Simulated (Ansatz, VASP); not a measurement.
## SnTe in VASP and in Ansatz

```
CELL_PARAMETERS angstrom
3.88877 0.00000 0.00000
0.00000 3.88877 0.00000
0.00000 0.00000 3.88877
ATOMIC_POSITIONS crystal
Sn 0.00000 0.00000 0.00000
Te 0.50000 0.50000 0.50000
```

Alike in both runs: task single point; functional PBE; k mesh 12 × 12 × 12; occupations gaussian, width 0.1 eV; no spin polarisation.

|  | VASP | Ansatz |
| --- | --- | --- |
| version | VASP 6.6.1 | Ansatz 0.2.0 |
| potentials or method | VASP PAW PBE potentials, release 64 (Sn_d, Te), cutoff 520 eV | scalar-relativistic, plane waves, PAW |
| valence electrons in the cell | 20 | 30 |

```csv
,VASP,Ansatz,Ansatz less VASP
gap on the k mesh at the Fermi level (eV),none,none,-
pressure (GPa),0.1,0.2,+0.06
```

A gap of «none» marks a metal or a gap that the smearing closes. VASP's potentials hold 20 valence electrons a cell and Ansatz's 30, so a difference there can come from the potentials and not from the codes.

Spin-orbit coupling is off throughout.
